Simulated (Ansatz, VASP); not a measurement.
One calculation of B6N, two programs

File INCAR:

```
SYSTEM = B6N
  PREC = Accurate
  ENCUT = 600
  EDIFF = 1E-6
  ISMEAR = 0
  SIGMA = 0.2
  LREAL = .False.
  LASPH = .True.
  NELM = 80
  ALGO = Normal
  ISIF = 3
  LWAVE = .False.
  LCHARG = .False.
  GGA = PE
  IBRION = 2
  NSW = 36
  EDIFFG = -0.08
```

Contents of KPOINTS:

```
regular mesh
0
Gamma
  4 4 4
  0 0 0
```

The input POSCAR:

```
B6N
1.0
    2.7285000000      1.5753002100      4.1666666700
   -2.7285000000      1.5753002100      4.1666666700
    0.0000000000     -3.1506004200      4.1666666700
B N
12 2
Direct
    0.6680000000      0.2050000000      0.2050000000
    0.2050000000      0.2050000000      0.6680000000
    0.2050000000      0.6680000000      0.2050000000
    0.9990000000      0.3260000000      0.9990000000
    0.9990000000      0.9990000000      0.3260000000
    0.3260000000      0.9990000000      0.9990000000
    0.7950000000      0.3320000000      0.7950000000
    0.3320000000      0.7950000000      0.7950000000
    0.7950000000      0.7950000000      0.3320000000
    0.6740000000      0.0010000000      0.0010000000
    0.0010000000      0.6740000000      0.0010000000
    0.0010000000      0.0010000000      0.6740000000
    0.3770000000      0.3770000000      0.3770000000
    0.6230000000      0.6230000000      0.6230000000
```

Input for Ansatz:

```yaml
crystal:
  lattice:
    - [2.7285, 1.57530021, 4.16666667]
    - [-2.7285, 1.57530021, 4.16666667]
    - [0.0, -3.15060042, 4.16666667]
  atoms:
    - { symbol: B, position: [0.668, 0.205, 0.205] }
    - { symbol: B, position: [0.205, 0.205, 0.668] }
    - { symbol: B, position: [0.205, 0.668, 0.205] }
    - { symbol: B, position: [0.999, 0.326, 0.999] }
    - { symbol: B, position: [0.999, 0.999, 0.326] }
    - { symbol: B, position: [0.326, 0.999, 0.999] }
    - { symbol: B, position: [0.795, 0.332, 0.795] }
    - { symbol: B, position: [0.332, 0.795, 0.795] }
    - { symbol: B, position: [0.795, 0.795, 0.332] }
    - { symbol: B, position: [0.674, 0.001, 0.001] }
    - { symbol: B, position: [0.001, 0.674, 0.001] }
    - { symbol: B, position: [0.001, 0.001, 0.674] }
    - { symbol: "N", position: [0.377, 0.377, 0.377] }
    - { symbol: "N", position: [0.623, 0.623, 0.623] }
basis:
  ecutwfc: 420
kpoints:
  mp_grid: { grid: [4, 4, 4] }
hamiltonian:
  xc: pbe
scf:
  occupations: { method: gaussian, width: 0.2 }
  lower_state_search: "off"
output:
  forces: true
  stress: true
  eigenvalues: true
relax:
  adjacent_minimum: "off"
  f_tol: 0.08
  max_steps: 16
  cell: { stress_tol: 0.8 }
```

Alike in both runs: task relaxation of cell and atoms; functional PBE; k mesh 4 × 4 × 4; occupations gaussian, width 0.2 eV; no spin polarisation.

```csv
,VASP,Ansatz
version,VASP 6.6.1,Ansatz 0.2.0
potentials or method,"VASP PAW PBE potentials, release 64 (B, N), cutoff 600 eV","scalar-relativistic, plane waves, PAW"
valence electrons in the cell,46,46
```

```tsv
	VASP	Ansatz	Ansatz less VASP
gap on the k mesh at the Fermi level, each at its own relaxed structure (eV)	none	none	-
relaxed volume (Å³/atom)	7.45	7.47	+0.015
relaxed cell length with the largest relative difference (Å)	5.143	5.148	+0.0049
```

A gap of «none» marks a metal or a gap that the smearing closes.
